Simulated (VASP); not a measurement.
# ScAl3 (Pm-3m) in VASP: notebook

ScAl3 is run at these levels: revPBE+D3(BJ), PBE+D3(BJ), PBEsol; tasks: single point.

Program: VASP 6.6.1. These are calculated values, not measurements. Logs are shortened: lines on timing, memory, paths and dates and some standing lists are left out, and cuts for length are marked.

### Step 1. The cell of the first run

Symmetry: Pm-3m, No. 221, cubic system. Conventional cell: a = 4.023 Å, b = 4.023 Å, c = 4.023 Å, α = 90.00°, β = 90.00°, γ = 90.00°. Sc (site symmetry m-3m) has 12 Al at 2.84 Å within 3.7 Å. Al (site symmetry 4/mmm) has 4 Sc at 2.84 Å and 8 Al at 2.84 Å within 3.7 Å.

### Step 2. Single point, revPBE+D3(BJ)

File INCAR:

```
PREC     = Accurate       # precision mode
ENCUT    = 520            # plane-wave cutoff, eV
EDIFF    = 1E-7           # SCF threshold, eV
ISMEAR   = -1             # smearing method
SIGMA    = 0.1            # smearing width, eV
LREAL    = F              # projectors in reciprocal space
LASPH    = T              # aspherical terms in the spheres
NELM     = 100            # most SCF steps
ALGO     = Normal         # electronic algorithm
ISIF     = 2              # what is computed and relaxed
LWAVE    = F              # write WAVECAR
LCHARG   = T              # write CHGCAR
GGA      = RE             # functional
IVDW     = 12             # dispersion correction
LELF     = T              # ELF
LVHAR    = T            
NBANDS   = 18             # bands
```

File KPOINTS:

```
Automatic mesh
0
Gamma
  6 6 6
```

File POSCAR:

```
ScAl3
1.0
    4.0228569673      0.0000000000      0.0000000000
    0.0000000000      4.0228569673      0.0000000000
    0.0000000000      0.0000000000      4.0228569673
Sc Al
1 3
Direct
    0.0000000000      0.0000000000      0.0000000000
    0.5000000000      0.0000000000      0.5000000000
    0.0000000000      0.5000000000      0.5000000000
    0.5000000000      0.5000000000      0.0000000000
```

Potentials or basis: VASP PAW PBE potentials, release 64 (Sc_sv, Al).

Launch:

```
$ cat potpaw_PBE.64/Sc_sv/POTCAR potpaw_PBE.64/Al/POTCAR > POTCAR
$ mpirun -np 1 vasp_std > vasp.out
```

OUTCAR:

```text
PREC = Accurate
   ENCUT = 520
   EDIFF = 1E-7
   ISMEAR = -1
   LREAL = F
   LASPH = T
   NELM = 100
   ISIF = 2
   GGA = RE
   IVDW = 12
 IVDW          = 12

 ion  position               nearest neighbor table
   1  0.000  0.000  0.000-   2 2.84   3 2.84   4 2.84   2 2.84   3 2.84   3 2.84   4 2.84   3 2.84
                             2 2.84   4 2.84   2 2.84   4 2.84
   2  0.500  0.000  0.500-   1 2.84   3 2.84   4 2.84   1 2.84   4 2.84   3 2.84   4 2.84   4 2.84
                             1 2.84   3 2.84   1 2.84   3 2.84
   3  0.000  0.500  0.500-   1 2.84   2 2.84   4 2.84   1 2.84   4 2.84   1 2.84   2 2.84   1 2.84
                             2 2.84   4 2.84   4 2.84   2 2.84
   4  0.500  0.500  0.000-   1 2.84   2 2.84   3 2.84   2 2.84   3 2.84   1 2.84   2 2.84   2 2.84
                             1 2.84   3 2.84   3 2.84   1 2.84

  LATTYP: Found a simple cubic cell.
 ALAT       =     4.0228569673

  Lattice vectors:

 A1 = (   4.0228569673,   0.0000000000,   0.0000000000)
 A2 = (   0.0000000000,   4.0228569673,   0.0000000000)
 A3 = (   0.0000000000,   0.0000000000,   4.0228569673)

Analysis of symmetry for initial positions (statically):
=====================================================================
 Subroutine PRICEL returns:
 Original cell was already a primitive cell.

 Routine SETGRP: Setting up the symmetry group for a
 simple cubic supercell.

 Subroutine GETGRP returns: Found 48 space group operations
 (whereof 48 operations were pure point group operations)
 out of a pool of 48 trial point group operations.

The static configuration has the point symmetry O_h .

Analysis of symmetry for dynamics (positions and initial velocities):
=====================================================================
 Subroutine PRICEL returns:
 Original cell was already a primitive cell.

 Routine SETGRP: Setting up the symmetry group for a
 simple cubic supercell.

 Subroutine GETGRP returns: Found 48 space group operations
 (whereof 48 operations were pure point group operations)
 out of a pool of 48 trial point group operations.

The dynamic configuration has the point symmetry O_h .

 Subroutine INISYM returns: Found 48 space group operations
 (whereof 48 operations are pure point group operations),
 and found     1 'primitive' translations

----------------------------------------------------------------------------------------

                                     Primitive cell

  volume of cell :      65.1034

  direct lattice vectors                    reciprocal lattice vectors
     4.022856967  0.000000000  0.000000000     0.248579556  0.000000000  0.000000000
     0.000000000  4.022856967  0.000000000     0.000000000  0.248579556  0.000000000
     0.000000000  0.000000000  4.022856967     0.000000000  0.000000000  0.248579556

  length of vectors
     4.022856967  4.022856967  4.022856967     0.248579556  0.248579556  0.248579556

  position of ions in fractional coordinates (direct lattice)
     0.000000000  0.000000000  0.000000000
     0.500000000  0.000000000  0.500000000
     0.000000000  0.500000000  0.500000000
     0.500000000  0.500000000  0.000000000

  ion indices of the primitive-cell ions
   primitive index   ion index
                 1           1
                 2           2
                 3           3
                 4           4

----------------------------------------------------------------------------------------

 KPOINTS: Automatic mesh

Automatic generation of k-mesh.
 Grid dimensions read from file:
 generate k-points for:    6    6    6

 Generating k-lattice:

  Cartesian coordinates                     Fractional coordinates (reciprocal lattice)
     0.041429926  0.000000000  0.000000000     0.166666667  0.000000000  0.000000000
     0.000000000  0.041429926  0.000000000     0.000000000  0.166666667  0.000000000
     0.000000000  0.000000000  0.041429926     0.000000000  0.000000000  0.166666667

  Length of vectors
     0.041429926  0.041429926  0.041429926

  Shift w.r.t. Gamma in fractional coordinates (k-lattice)
     0.000000000  0.000000000  0.000000000

 Subroutine IBZKPT returns following result:
 ===========================================

 Found     20 irreducible k-points:

 Following reciprocal coordinates:
            Coordinates               Weight
  0.000000  0.000000  0.000000      1.000000
  0.166667  0.000000  0.000000      6.000000
  0.333333  0.000000  0.000000      6.000000
  0.500000  0.000000  0.000000      3.000000
  0.166667  0.166667  0.000000     12.000000
  0.333333  0.166667  0.000000     24.000000
[... 12 lines left out ...]
  0.500000  0.500000  0.333333      6.000000
  0.500000  0.500000  0.500000      1.000000
   k-points           NKPTS =     20   k-points in BZ     NKDIM =     20   number of bands    NBANDS=     18
   number of dos      NEDOS =    301   number of ions     NIONS =      4
   total plane-waves  NPLWV =  27000
   dimension x,y,z NGX =    30 NGY =   30 NGZ =   30
   dimension x,y,z NGXF=    60 NGYF=   60 NGZF=   60
   ions per type =               1   3
   NGX,Y,Z   is equivalent  to a cutoff of  12.40, 12.40, 12.40 a.u.
   NGXF,Y,Z  is equivalent  to a cutoff of  24.80, 24.80, 24.80 a.u.
 SYSTEM =  unknown system
   PREC   = accura    normal or accurate (medium, high low for compatibility)
   ISTART =      0    job   : 0-new  1-cont  2-samecut
   ICHARG =      2    charge: 1-file 2-atom 10-const
   ISPIN  =      1    spin polarized calculation?
   LNONCOLLINEAR =      F non collinear calculations
   LSORBIT =      F    spin-orbit coupling
   LASPH  =      T    aspherical Exc in radial PAW
   ENCUT  =  520.0 eV  38.22 Ry    6.18 a.u.   7.48  7.48  7.48*2*pi/ulx,y,z
   NELM   =    100;   NELMIN=  2; NELMDL= -5     # of ELM steps
   EDIFF  = 0.1E-06   stopping-criterion for ELM
   LREAL  =      F    real-space projection
   EDIFFG = 0.1E-05   stopping-criterion for IOM
   NSW    =      0    number of steps for IOM
   IBRION =     -1    ionic relax: 0-MD 1-quasi-New 2-CG
   NFREE  =      0    steps in history (QN), initial steepest desc. (CG)
   ISIF   =      2    stress and relaxation
   ISYM   =      2    0-nonsym 1-usesym 2-fastsym
   POTIM  = 0.5000    time-step for ionic-motion
   TEBEG  =    0.0;   TEEND  =   0.0 temperature during run
   PSTRESS=    0.0 pullay stress
   NELECT =      20.0000    total number of electrons
   NUPDOWN=      -1.0000    fix difference up-down
   EMIN   =  10.00;   EMAX   =-10.00  energy-range for DOS
   EFERMI =   0.00;   METHOD = LEGACY
   ISMEAR =    -1;   SIGMA  =   0.10  broadening in eV -4-tet -1-fermi 0-gaus
   EFERMI_NEDOS =   21; number of points for ismear=-14 and -15
   IALGO  =     38    algorithm
   IMIX   =      4    mixing-type and parameters
     AMIX     =   0.40;   BMIX     =  1.00
     AMIX_MAG =   1.60;   BMIX_MAG =  1.00
  volume/ion in A,a.u.               =      16.28       109.83
  Fermi-wavevector in a.u.,A,eV,Ry     =   1.104630  2.087448 16.601935  1.220208
  Thomas-Fermi vector in A             =   2.241106
   LORBIT       =      0    0 simple, 1 ext, 2 COOP (PROOUT), +10 PAW based schemes
   GGA     = RE    functional components
   LHFCALC =     F    Hartree Fock is set to
   AEXX    =    0.0000 exact exchange contribution
   IVDW    =    12    specifies the selected vdW correction
   LEPSILON=     F    determine dielectric tensor
   LRPA    =     F    only Hartree local field effects (RPA)
 non-spin polarized calculation
  energy-cutoff  :      520.00
  volume of cell :       65.10
 maximum number of plane-waves:      1775
 NGX is ok and might be reduce to    30
   NGX = 15   NGY = 15   NGZ = 15

 number of electron      20.0000005 magnetization

 Free energy of the ion-electron system (eV)
  ---------------------------------------------------
  ext. energy  EPLUGINS =         0.00000000
  ---------------------------------------------------
  free energy    TOTEN  =       -18.31078819 eV

  energy without entropy =      -18.26328594  energy(sigma->0) =      -18.28703706

 E-fermi :   7.8921     XC(G=0): -10.5486

 val. band max:        7.8873817195   @ k =   0.5000   0.3333   0.1667
 cond. band min:       7.9071682956   @ k =   0.1667   0.1667   0.0000
 fundamental gap:      0.0197865760
 Fermi energy:         7.8920695868

 k-point     1 :       0.0000    0.0000    0.0000
  band No.  band energies     occupation
      1     -41.1031      2.00000
      2     -19.7772      2.00000
      3     -19.7772      2.00000
      4     -19.7772      2.00000
      5      -2.4937      2.00000
      6       5.1204      2.00000
[... 10 lines left out ...]
     17      13.3419      0.00000
     18      13.3419      0.00000

 k-point     2 :       0.1667    0.0000    0.0000
  band No.  band energies     occupation
      1     -41.1027      2.00000
      2     -19.7874      2.00000
      3     -19.7764      2.00000
      4     -19.7764      2.00000
      5      -2.2286      2.00000
      6       3.5519      2.00000
[... 10 lines left out ...]
     17      13.3921      0.00000
     18      13.3921      0.00000

 k-point     3 :       0.3333    0.0000    0.0000
  band No.  band energies     occupation
      1     -41.1018      2.00000
      2     -19.8076      2.00000
      3     -19.7749      2.00000
      4     -19.7749      2.00000
      5      -1.4610      2.00000
      6       1.6169      2.00000
[... 10 lines left out ...]
     17      12.5195      0.00000
     18      13.8100      0.00000

 k-point     4 :       0.5000    0.0000    0.0000
  band No.  band energies     occupation
      1     -41.1014      2.00000
      2     -19.8176      2.00000
      3     -19.7741      2.00000
      4     -19.7741      2.00000
      5      -0.5505      2.00000
      6       0.2961      2.00000
[... 291 lines left out ...]
      4     -19.7983      2.00000
      5       1.0972      2.00000
      6       2.1211      2.00000
[... 10 lines left out ...]
     17      12.4851      0.00000
     18      15.4062      0.00000

 k-point    19 :       0.5000    0.5000    0.3333
  band No.  band energies     occupation
      1     -41.0987      2.00000
      2     -19.8077      2.00000
      3     -19.8077      2.00000
      4     -19.7975      2.00000
      5       1.8222      2.00000
      6       2.6203      2.00000
[... 10 lines left out ...]
     17      12.1126      0.00000
     18      16.8258      0.00000

 k-point    20 :       0.5000    0.5000    0.5000
  band No.  band energies     occupation
      1     -41.0983      2.00000
      2     -19.8063      2.00000
      3     -19.8063      2.00000
      4     -19.8063      2.00000
      5       2.9277      2.00000
      6       2.9277      2.00000
[... 10 lines left out ...]
     17      12.0953      0.00000
     18      19.1959      0.00000

------------------------ aborting loop because EDIFF is reached ----------------------------------------

 Edisp (eV)   -3.00032

 E8    (eV) :    -2.1487

  FORCE on cell =-STRESS in cart. coord.  units (eV):
  Direction    XX          YY          ZZ          XY          YZ          ZX
  --------------------------------------------------------------------------------------
  -------------------------------------------------------------------------------------
  Total      -0.01869    -0.01869    -0.01869     0.00000     0.00000    -0.00000
  in kB      -0.45986    -0.45986    -0.45986     0.00000     0.00000    -0.00000
  external pressure =       -0.46 kB  Pullay stress =        0.00 kB

 VOLUME and BASIS-vectors are now :
 -----------------------------------------------------------------------------
  energy-cutoff  :      520.00
  volume of cell :       65.10
      direct lattice vectors                 reciprocal lattice vectors
     4.022856967  0.000000000  0.000000000     0.248579556  0.000000000  0.000000000
     0.000000000  4.022856967  0.000000000     0.000000000  0.248579556  0.000000000
     0.000000000  0.000000000  4.022856967     0.000000000  0.000000000  0.248579556

 POSITION                                       TOTAL-FORCE (eV/Angst)
 -----------------------------------------------------------------------------------
      0.00000      0.00000      0.00000         0.000000      0.000000      0.000000
      2.01143      0.00000      2.01143         0.000000      0.000000      0.000000
      0.00000      2.01143      2.01143         0.000000      0.000000      0.000000
      2.01143      2.01143      0.00000         0.000000      0.000000      0.000000
 -----------------------------------------------------------------------------------
    total drift:                                0.000000     -0.000000      0.000000

  FREE ENERGIE OF THE ION-ELECTRON SYSTEM (eV)
  ---------------------------------------------------
  free  energy   TOTEN  =       -21.3111084796 eV

  energy  without entropy=      -21.2636062350  energy(sigma->0) =      -21.28735736
```

Wall time 11 s (1 thread of Intel Xeon 6975P-C (Granite Rapids), shared host); peak memory 0.18 GiB.

Results:

- Free energy: -21.3111 eV
- Pressure: 0.0 GPa
- Band gap on the k mesh: zero (band 10 reaches 8.85 eV, above the bottom of band 11 at 4.77 eV)
- Dispersion energy per atom: -0.750 eV

Levels at points of the mesh, in eV from the Fermi level:
```csv
k point,band 8,band 9,band 10,band 11,band 12,band 13
"(0.00, 0.00, 0.00)",-1.95,-1.95,-1.95,1.14,1.23,1.23
"(0.50, 0.00, 0.00)",-1.90,-1.68,0.96,0.96,1.10,1.24
"(0.50, 0.50, 0.00)",-4.59,-0.67,-0.67,1.10,1.34,2.11
"(0.50, 0.50, 0.50)",-4.76,-3.13,-3.13,-3.13,0.98,2.67
```

Caveat: the PAW data sets were made with another functional, which shifts forces and pressure a little; pairwise dispersion overbinds metals, which lowers pressure and volume.

### Step 3. Single point, PBE+D3(BJ)

This run uses another cell than the first one, of 16.60 Å³/atom, 1.020 times its volume.

File INCAR:

```
PREC = Accurate ; ENCUT = 520
EDIFF = 1E-6 ; ISMEAR = -1
SIGMA = 0.1 ; LREAL = False
LASPH = True ; NELM = 80
ALGO = Normal ; ISIF = 2
LWAVE = False ; LCHARG = True
GGA = PE ; IVDW = 12
LELF = True ; LVHAR = True
NBANDS = 18
```

KPOINTS is that of step 2.

File POSCAR:

```
ScAl3
1.0
    4.0493584696      0.0000000000      0.0000000000
    0.0000000000      4.0493584696      0.0000000000
    0.0000000000      0.0000000000      4.0493584696
Sc Al
1 3
Direct
    0.0000000000      0.0000000000      0.0000000000
    0.5000000000      0.0000000000      0.5000000000
    0.0000000000      0.5000000000      0.5000000000
    0.5000000000      0.5000000000      0.0000000000
```

Potentials or basis: VASP PAW PBE potentials, release 64 (Sc_sv, Al).

Launch:

```
$ cat potpaw_PBE.64/Sc_sv/POTCAR potpaw_PBE.64/Al/POTCAR > POTCAR
$ mpirun -np 1 vasp_std > vasp.out
```

Run time: 11 s. Hardware: 1 thread of Intel Xeon 6975P-C (Granite Rapids), shared host; peak memory 0.18 GiB.

The run converged. Its results:

```
Free energy                : -20.8412 eV
Pressure                   : 0.0 GPa
Band gap on the k mesh     : zero (band 10 reaches 8.56 eV, above the bottom of band 11 at 4.54 eV)
Dispersion energy per atom : -0.390 eV
```

Levels at points of the mesh, in eV from the Fermi level:
| k point | band 7 | band 8 | band 9 | band 10 | band 11 | band 12 | band 13 | band 14 |
| --- | --- | --- | --- | --- | --- | --- | --- | --- |
| (0.00, 0.00, 0.00) | -2.75 | -1.92 | -1.92 | -1.92 | 1.17 | 1.23 | 1.23 | 1.23 |
| (0.50, 0.00, 0.00) | -1.85 | -1.85 | -1.63 | 0.93 | 0.95 | 0.95 | 1.27 | 1.58 |
| (0.50, 0.50, 0.00) | -5.78 | -4.53 | -0.65 | -0.65 | 1.12 | 1.32 | 2.05 | 2.49 |
| (0.50, 0.50, 0.50) | -4.94 | -4.67 | -3.08 | -3.08 | -3.08 | 0.93 | 2.60 | 2.60 |

Caveat: pairwise dispersion overbinds metals, which lowers pressure and volume.

### Step 4. Single point, PBEsol

This run uses another cell than the first one, of 16.88 Å³/atom, 1.037 times its volume.

File INCAR:

```
SYSTEM = ScAl3
ALGO = Normal ; EDIFF = 1E-6
ENCUT = 520 ; GGA = PS
ISIF = 2 ; ISMEAR = -1
LASPH = .True. ; LCHARG = .False.
LREAL = .False. ; LWAVE = .False.
NBANDS = 18 ; NELM = 100
PREC = Accurate ; SIGMA = 0.1
```

File KPOINTS:

```
k-points
0
Gamma
  6 6 6
  0 0 0
```

File POSCAR:

```
ScAl3
1.0
    4.0721396734      0.0000000000      0.0000000000
    0.0000000000      4.0721396734      0.0000000000
    0.0000000000      0.0000000000      4.0721396734
Sc Al
1 3
Direct
    0.0000000000      0.0000000000      0.0000000000
    0.5000000000      0.0000000000      0.5000000000
    0.0000000000      0.5000000000      0.5000000000
    0.5000000000      0.5000000000      0.0000000000
```

Launch:

```
$ cat potpaw_PBE.64/Sc_sv/POTCAR potpaw_PBE.64/Al/POTCAR > POTCAR
$ mpirun -np 1 vasp_std > vasp.out
```

It took 10 s on 1 thread of Intel Xeon 6975P-C (Granite Rapids), shared host; peak memory 0.17 GiB.

It converged, with:

| Quantity | Value |
| --- | --- |
| Free energy | -20.7796 eV |
| Pressure | 0.1 GPa |
| Band gap on the k mesh | zero (band 10 reaches 8.25 eV, above the bottom of band 11 at 4.35 eV) |

Levels at points of the mesh, in eV from the Fermi level:
| k point | band 6 | band 7 | band 8 | band 9 | band 10 | band 11 | band 12 | band 13 | band 14 | band 15 |
| --- | --- | --- | --- | --- | --- | --- | --- | --- | --- | --- |
| (0.00, 0.00, 0.00) | -2.73 | -2.73 | -1.89 | -1.89 | -1.89 | 1.14 | 1.22 | 1.22 | 1.22 | 4.80 |
| (0.50, 0.00, 0.00) | -7.45 | -1.82 | -1.82 | -1.60 | 0.86 | 0.94 | 0.94 | 1.26 | 1.56 | 2.10 |
| (0.50, 0.50, 0.00) | -5.72 | -5.72 | -4.48 | -0.63 | -0.63 | 1.13 | 1.29 | 2.00 | 2.44 | 3.40 |
| (0.50, 0.50, 0.50) | -4.89 | -4.89 | -4.60 | -3.04 | -3.04 | -3.04 | 0.86 | 2.55 | 2.55 | 4.02 |

Caveat: the PAW data sets were made with another functional, which shifts forces and pressure a little.

### Step 5. The runs side by side

| level | cell | gap on the mesh (eV) | pressure (GPa) |
| --- | --- | --- | --- |
| revPBE+D3(BJ) | a = 4.023 Å, 4 atoms | none | 0.0 |
| PBE+D3(BJ) | a = 4.049 Å, 4 atoms | none | 0.0 |
| PBEsol | a = 4.072 Å, 4 atoms | none | 0.1 |

Alike in all rows: task single point; potentials or basis VASP PAW PBE potentials, release 64 (Sc_sv, Al); no spin polarisation; k mesh 6 × 6 × 6; cutoff (eV) 520; smearing fermi-dirac 0.1 eV.

Caveats: the PAW data sets were made with another functional, which shifts forces and pressure a little (some runs); pairwise dispersion overbinds metals, which lowers pressure and volume (some runs).

Total energies depend on the potentials used, so only differences within one code and one set of settings carry meaning.
